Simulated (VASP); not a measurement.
# MgO (P6_3mc) in VASP: single point with PBE

Aim: the single point of MgO with PBE.

Everything below comes from runs of VASP 6.6.1. Logs are shortened: lines on timing, memory, paths and dates and some standing lists are left out, and cuts for length are marked.

**1. The cell of the first run**

It takes space group P6_3mc (No. 186, hexagonal). The conventional cell has a = 3.220 Å, b = 3.220 Å, c = 5.258 Å, α = 90.00°, β = 90.00°, γ = 120.00°. Mg (site symmetry 3m) has 4 O at 1.97 Å within 2.6 Å. O (site symmetry 3m) has 4 Mg at 1.97 Å within 2.6 Å.

**2. Single point, PBE**

Input file INCAR:

```
SYSTEM = MgO
PREC = Accurate
ENCUT = 600
EDIFF = 1E-6
ISMEAR = 0
SIGMA = 0.1
LREAL = .FALSE.
LASPH = .TRUE.
NELM = 120
ALGO = Normal
ISIF = 2
LWAVE = .FALSE.
LCHARG = .FALSE.
GGA = PE
NBANDS = 16
GGA_COMPAT = .FALSE.
```

Input file KPOINTS:

```
regular mesh
0
G
  6 6 4
  0 0 0
```

Input file POSCAR:

```
MgO
1.0
    3.2200090000      0.0000000000      0.0000000000
   -1.6100050000      2.7886100000      0.0000000000
    0.0000000000      0.0000000000      5.2582530000
Mg O
2 2
Direct
    0.0000000000      0.0000000000      0.0000000000
    0.3333333300      0.6666666700      0.5000000000
    0.0000000000      0.0000000000      0.3750000000
    0.3333333300      0.6666666700      0.8750000000
```

Potentials or basis: VASP PAW PBE potentials, release 64 (Mg, O).

Started as:

```sh
> cat potpaw_PBE.64/Mg/POTCAR potpaw_PBE.64/O/POTCAR > POTCAR
> mpirun -np 1 vasp_std > vasp.out
```

OUTCAR:

```text
SYSTEM = MgO
   PREC = Accurate
   ENCUT = 600
   EDIFF = 1E-6
   ISMEAR = 0
   LREAL = .FALSE.
   LASPH = .TRUE.
   NELM = 120
   ISIF = 2
   GGA = PE

 ion  position               nearest neighbor table
   1  0.000  0.000  0.000-   4 1.97   3 1.97   4 1.97   4 1.97   2 3.22   2 3.22   2 3.22   2 3.22
                             2 3.22   2 3.22
   2  0.333  0.667  0.500-   3 1.97   4 1.97   3 1.97   3 1.97   1 3.22   1 3.22   1 3.22   1 3.22
                             1 3.22   1 3.22
   3  0.000  0.000  0.375-   2 1.97   1 1.97   2 1.97   2 1.97
   4  0.333  0.667  0.875-   1 1.97   2 1.97   1 1.97   1 1.97

  LATTYP: Found a hexagonal cell.
 ALAT       =     3.2200090000
 C/A-ratio  =     1.6329932618

  Lattice vectors:

 A1 = (   3.2200090000,   0.0000000000,   0.0000000000)
 A2 = (  -1.6100050000,   2.7886100000,   0.0000000000)
 A3 = (   0.0000000000,   0.0000000000,   5.2582530000)

Analysis of symmetry for initial positions (statically):
=====================================================================
 Subroutine PRICEL returns:
 Original cell was already a primitive cell.

 Routine SETGRP: Setting up the symmetry group for a
 hexagonal supercell.

 Subroutine GETGRP returns: Found 12 space group operations
 (whereof  6 operations were pure point group operations)
 out of a pool of 24 trial point group operations.

The static configuration has the point symmetry C_3v.
 The point group associated with its full space group is C_6v.

Analysis of symmetry for dynamics (positions and initial velocities):
=====================================================================
 Subroutine PRICEL returns:
 Original cell was already a primitive cell.

 Routine SETGRP: Setting up the symmetry group for a
 hexagonal supercell.

 Subroutine GETGRP returns: Found 12 space group operations
 (whereof  6 operations were pure point group operations)
 out of a pool of 24 trial point group operations.

The dynamic configuration has the point symmetry C_3v.
 The point group associated with its full space group is C_6v.

 Subroutine INISYM returns: Found 12 space group operations
 (whereof  6 operations are pure point group operations),
 and found     1 'primitive' translations

----------------------------------------------------------------------------------------

                                     Primitive cell

  volume of cell :      47.2157

  direct lattice vectors                    reciprocal lattice vectors
     3.220009000  0.000000000  0.000000000     0.310558138  0.179300854  0.000000000
    -1.610005000  2.788610000  0.000000000     0.000000000  0.358601597  0.000000000
     0.000000000  0.000000000  5.258253000     0.000000000  0.000000000  0.190177232

  length of vectors
     3.220009000  3.220009601  5.258253000     0.358601664  0.358601597  0.190177232

  position of ions in fractional coordinates (direct lattice)
     0.000000000  0.000000000  0.000000000
     0.333333330  0.666666670  0.500000000
     0.000000000  0.000000000  0.375000000
     0.333333330  0.666666670  0.875000000

  ion indices of the primitive-cell ions
   primitive index   ion index
                 1           1
                 2           2
                 3           3
                 4           4

----------------------------------------------------------------------------------------

 KPOINTS: regular mesh

Automatic generation of k-mesh.
 Grid dimensions read from file:
 generate k-points for:    6    6    4

 Generating k-lattice:

  Cartesian coordinates                     Fractional coordinates (reciprocal lattice)
     0.051759690  0.029883476  0.000000000     0.166666667  0.000000000  0.000000000
     0.000000000  0.059766933  0.000000000     0.000000000  0.166666667  0.000000000
     0.000000000  0.000000000  0.047544308     0.000000000  0.000000000  0.250000000

  Length of vectors
     0.059766944  0.059766933  0.047544308

  Shift w.r.t. Gamma in fractional coordinates (k-lattice)
     0.000000000  0.000000000  0.000000000

 Subroutine IBZKPT returns following result:
 ===========================================

 Found     21 irreducible k-points:

 Following reciprocal coordinates:
            Coordinates               Weight
  0.000000  0.000000  0.000000      1.000000
  0.166667  0.000000  0.000000      6.000000
  0.333333 -0.000000  0.000000      6.000000
  0.500000  0.000000  0.000000      3.000000
  0.166667  0.166667  0.000000      6.000000
  0.333333  0.166667  0.000000     12.000000
[... 13 lines left out ...]
  0.333333  0.166667  0.500000     12.000000
  0.333333  0.333333  0.500000      2.000000
   k-points           NKPTS =     21   k-points in BZ     NKDIM =     21   number of bands    NBANDS=     16
   number of dos      NEDOS =    301   number of ions     NIONS =      4
   total plane-waves  NPLWV =  32928
   dimension x,y,z NGX =    28 NGY =   28 NGZ =   42
   dimension x,y,z NGXF=    56 NGYF=   56 NGZF=   84
   ions per type =               2   2
   NGX,Y,Z   is equivalent  to a cutoff of  14.46, 14.46, 13.28 a.u.
   NGXF,Y,Z  is equivalent  to a cutoff of  28.91, 28.91, 26.56 a.u.
 SYSTEM =  MgO
   PREC   = accura    normal or accurate (medium, high low for compatibility)
   ISTART =      0    job   : 0-new  1-cont  2-samecut
   ICHARG =      2    charge: 1-file 2-atom 10-const
   ISPIN  =      1    spin polarized calculation?
   LNONCOLLINEAR =      F non collinear calculations
   LSORBIT =      F    spin-orbit coupling
   LASPH  =      T    aspherical Exc in radial PAW
   ENCUT  =  600.0 eV  44.10 Ry    6.64 a.u.   6.43  6.43 10.50*2*pi/ulx,y,z
   NELM   =    120;   NELMIN=  2; NELMDL= -5     # of ELM steps
   EDIFF  = 0.1E-05   stopping-criterion for ELM
   LREAL  =      F    real-space projection
   EDIFFG = 0.1E-04   stopping-criterion for IOM
   NSW    =      0    number of steps for IOM
   IBRION =     -1    ionic relax: 0-MD 1-quasi-New 2-CG
   NFREE  =      0    steps in history (QN), initial steepest desc. (CG)
   ISIF   =      2    stress and relaxation
   ISYM   =      2    0-nonsym 1-usesym 2-fastsym
   POTIM  = 0.5000    time-step for ionic-motion
   TEBEG  =    0.0;   TEEND  =   0.0 temperature during run
   PSTRESS=    0.0 pullay stress
   NELECT =      16.0000    total number of electrons
   NUPDOWN=      -1.0000    fix difference up-down
   EMIN   =  10.00;   EMAX   =-10.00  energy-range for DOS
   EFERMI =   0.00;   METHOD = LEGACY
   ISMEAR =     0;   SIGMA  =   0.10  broadening in eV -4-tet -1-fermi 0-gaus
   EFERMI_NEDOS =   21; number of points for ismear=-14 and -15
   IALGO  =     38    algorithm
   IMIX   =      4    mixing-type and parameters
     AMIX     =   0.40;   BMIX     =  1.00
     AMIX_MAG =   1.60;   BMIX_MAG =  1.00
  volume/ion in A,a.u.               =      11.80        79.66
  Fermi-wavevector in a.u.,A,eV,Ry     =   1.141351  2.156841 17.724079  1.302683
  Thomas-Fermi vector in A             =   2.278052
   LORBIT       =      0    0 simple, 1 ext, 2 COOP (PROOUT), +10 PAW based schemes
   GGA     = PE    functional components
   LHFCALC =     F    Hartree Fock is set to
   AEXX    =    0.0000 exact exchange contribution
   IVDW    =     0    specifies the selected vdW correction
   LEPSILON=     F    determine dielectric tensor
   LRPA    =     F    only Hartree local field effects (RPA)
 non-spin polarized calculation
 Gauss-broadening in eV      SIGMA  =   0.10
  energy-cutoff  :      600.00
  volume of cell :       47.22
 maximum number of plane-waves:      1591
 NGX is ok and might be reduce to    28
   NGX = 13   NGY = 13   NGZ = 21

 number of electron      16.0000002 magnetization

 Free energy of the ion-electron system (eV)
  ---------------------------------------------------
  ext. energy  EPLUGINS =         0.00000000
  ---------------------------------------------------
  free energy    TOTEN  =       -23.49172343 eV

  energy without entropy =      -23.49172343  energy(sigma->0) =      -23.49172343

 E-fermi :   1.3425     XC(G=0):  -9.7402

 val. band max:        0.8292827390   @ k =   0.0000   0.0000   0.0000
 cond. band min:       4.5952593006   @ k =   0.0000   0.0000   0.0000
 fundamental gap:      3.7659765616
 Fermi energy:         1.3424993638

 k-point     1 :       0.0000    0.0000    0.0000
  band No.  band energies     occupation
      1     -15.1172      2.00000
      2     -14.4316      2.00000
      3      -2.2844      2.00000
      4       0.6154      2.00000
      5       0.6154      2.00000
      6       0.8158      2.00000
[... 8 lines left out ...]
     15      18.2087      0.00000
     16      18.2087      0.00000

 k-point     2 :       0.1667    0.0000    0.0000
  band No.  band energies     occupation
      1     -14.9744      2.00000
      2     -14.3671      2.00000
      3      -1.9954      2.00000
      4      -0.1785      2.00000
      5       0.1300      2.00000
      6       0.4499      2.00000
[... 8 lines left out ...]
     15      16.9839      0.00000
     16      17.4867      0.00000

 k-point     3 :       0.3333   -0.0000    0.0000
  band No.  band energies     occupation
      1     -14.6509      2.00000
      2     -14.2572      2.00000
      3      -1.4587      2.00000
      4      -1.2498      2.00000
      5      -0.7908      2.00000
      6       0.1856      2.00000
[... 8 lines left out ...]
     15      15.9059      0.00000
     16      17.3378      0.00000

 k-point     4 :       0.5000    0.0000    0.0000
  band No.  band energies     occupation
      1     -14.4431      2.00000
      2     -14.2381      2.00000
      3      -1.9648      2.00000
      4      -1.2058      2.00000
      5      -0.6466      2.00000
      6       0.0691      2.00000
[... 8 lines left out ...]
     15      15.4919      0.00000
     16      17.6119      0.00000

 k-point     5 :       0.1667    0.1667    0.0000
  band No.  band energies     occupation
      1     -14.7397      2.00000
      2     -14.2799      2.00000
      3      -1.4824      2.00000
      4      -1.0116      2.00000
      5      -0.5932      2.00000
      6       0.2334      2.00000
[... 8 lines left out ...]
     15      15.7943      0.00000
     16      17.4557      0.00000

 k-point     6 :       0.3333    0.1667    0.0000
  band No.  band energies     occupation
      1     -14.4526      2.00000
      2     -14.2314      2.00000
      3      -1.6894      2.00000
      4      -1.0191      2.00000
      5      -0.6979      2.00000
      6      -0.2453      2.00000
[... 8 lines left out ...]
     15      15.1216      0.00000
     16      17.3756      0.00000
[... 210 lines left out ...]
 k-point    18 :       0.5000    0.0000    0.5000
  band No.  band energies     occupation
      1     -14.3364      2.00000
      2     -14.3364      2.00000
      3      -1.9673      2.00000
      4      -1.9673      2.00000
      5       0.2433      2.00000
      6       0.2433      2.00000
[... 8 lines left out ...]
     15      16.6331      0.00000
     16      16.6331      0.00000

 k-point    19 :       0.1667    0.1667    0.5000
  band No.  band energies     occupation
      1     -14.5127      2.00000
      2     -14.5127      2.00000
      3      -1.4130      2.00000
      4      -1.4130      2.00000
      5       0.0948      2.00000
      6       0.0948      2.00000
[... 8 lines left out ...]
     15      16.4057      0.00000
     16      16.4057      0.00000

 k-point    20 :       0.3333    0.1667    0.5000
  band No.  band energies     occupation
      1     -14.3382      2.00000
      2     -14.3382      2.00000
      3      -1.7189      2.00000
      4      -1.7189      2.00000
      5      -0.2657      2.00000
      6      -0.2657      2.00000
[... 8 lines left out ...]
     15      16.4655      0.00000
     16      16.4655      0.00000

 k-point    21 :       0.3333    0.3333    0.5000
  band No.  band energies     occupation
      1     -14.2801      2.00000
      2     -14.2801      2.00000
      3      -1.3695      2.00000
      4      -1.3695      2.00000
      5      -0.9793      2.00000
      6      -0.9793      2.00000
[... 8 lines left out ...]
     15      16.7711      0.00000
     16      16.7711      0.00000

------------------------ aborting loop because EDIFF is reached ----------------------------------------

  FORCE on cell =-STRESS in cart. coord.  units (eV):
  Direction    XX          YY          ZZ          XY          YZ          ZX
  --------------------------------------------------------------------------------------
  -------------------------------------------------------------------------------------
  Total        1.4965270      1.4965275      0.4063651     -0.0000003     -0.0000000      0.0000000
  in kB       50.7818839     50.7818986     13.7892488     -0.0000091     -0.0000000      0.0000000
  external PRESSURE =      38.4510104 kB  Pullay stress =       0.0000000 kB

 VOLUME and BASIS-vectors are now :
 -----------------------------------------------------------------------------
  energy-cutoff  :      600.00
  volume of cell :       47.22
      direct lattice vectors                 reciprocal lattice vectors
     3.220009000  0.000000000  0.000000000     0.310558138  0.179300854  0.000000000
    -1.610005000  2.788610000  0.000000000     0.000000000  0.358601597  0.000000000
     0.000000000  0.000000000  5.258253000     0.000000000  0.000000000  0.190177232

 POSITION                                       TOTAL-FORCE (eV/Angst)
 -----------------------------------------------------------------------------------
      0.00000      0.00000      0.00000         0.000000      0.000000     -0.152678
     -0.00000      1.85907      2.62913         0.000000      0.000000     -0.152678
      0.00000      0.00000      1.97184        -0.000000      0.000000      0.152678
     -0.00000      1.85907      4.60097        -0.000000     -0.000000      0.152678
 -----------------------------------------------------------------------------------
    total drift:                                0.000020     -0.000012      0.002392

  FREE ENERGIE OF THE ION-ELECTRON SYSTEM (eV)
  ---------------------------------------------------
  free  energy   TOTEN  =       -23.4917234269 eV

  energy  without entropy=      -23.4917234269  energy(sigma->0) =      -23.49172343
```

Run time: 12 s. Hardware: 1 thread of Intel Xeon 6975P-C (Granite Rapids), shared host; peak memory 0.17 GiB.

Results:

- Free energy: -23.4917 eV
- Pressure: 3.8 GPa
- Largest force: 0.153 eV/Å
- Band gap on the k mesh: 3.77 eV, direct

Forces in eV/Å, atoms in the order of the input:
```
Mg   0.000  0.000 -0.153
Mg   0.000  0.000 -0.153
O    0.000  0.000  0.153
O    0.000  0.000  0.153
```

PBE gaps usually lie below the measured ones, often by a third to a half.
